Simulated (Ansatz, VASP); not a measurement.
**NaI in VASP and in Ansatz**

```
CELL_PARAMETERS angstrom
4.08054 0.00000 0.00000
0.00000 4.08054 0.00000
0.00000 0.00000 4.08054
ATOMIC_POSITIONS crystal
Na 0.00000 0.00000 0.00000
I 0.50000 0.50000 0.50000
```

Alike in both runs: task single point; functional r2SCAN; k mesh 6 × 6 × 6; no spin polarisation.

|  | VASP | Ansatz |
| --- | --- | --- |
| version | VASP 6.6.1 | Ansatz 0.2.0 |
| potentials or method | VASP PAW PBE potentials, release 64 (Na_pv, I) | plane waves, PAW |
| plane-wave cutoff (eV) | 520 | 500 |
| occupations | gaussian, width 0.01 eV | fixed |
| valence electrons in the cell | 14 | 26 |

Ansatz gave:

```
gap on the k mesh at the Fermi level (eV) : 3.01
pressure (GPa)                            : -0.5
```

**Question.** What did VASP give for the same quantities?

**Answer.** gap on the k mesh at the Fermi level (eV): 3.02; pressure (GPa): -0.6.

VASP's potentials were made for PBE, not for r2SCAN. VASP's potentials hold 14 valence electrons a cell and Ansatz's 26, so a difference there can come from the potentials and not from the codes.

Neither program's run includes spin-orbit coupling.
